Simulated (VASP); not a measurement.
Input of a VASP 6.6.1 run:

INCAR

```
SYSTEM = SnO
ALGO = Normal ; EDIFF = 1E-7
EDIFFG = -0.01 ; ENCUT = 600
GGA = PE ; IBRION = 2
ISIF = 4 ; ISMEAR = 0
IVDW = 12 ; LASPH = .True.
LCHARG = .False. ; LREAL = .False.
LWAVE = .False. ; NELM = 100
NSW = 50 ; PREC = Accurate
SIGMA = 0.1
```

KPOINTS

```
k-points
0
Gamma
  12 12 10
  0 0 0
```

File POSCAR:

```
SnO
1.0
    3.7571239282      0.0000000000      0.0000000000
    0.0000000000      3.7571239282      0.0000000000
    0.0000000000      0.0000000000      4.5161673970
Sn O
2 2
Direct
    0.5000000000      0.0000000000      0.2543646068
    0.0000000000      0.5000000000      0.7456353932
    0.0000000000      0.0000000000      0.0000000000
    0.5000000000      0.5000000000      0.0000000000
```

Potentials or basis: VASP PAW PBE potentials, release 64 (Sn_d, O).

Launch:

```bash
$ cat potpaw_PBE.64/Sn_d/POTCAR potpaw_PBE.64/O/POTCAR > POTCAR
$ mpirun -np 1 vasp_std > vasp.out
```

(1) Estimate the band gap on the k mesh.

(2) Estimate the dispersion energy per atom.

Results:

(1) zero (bands 20 and 21 overlap by 0.62 eV).

(2) -0.259 eV.

Caveat: semilocal functionals underestimate gaps, so a narrow gap can read as zero; spin-orbit coupling is left out, which moves the levels of the heavy elements.
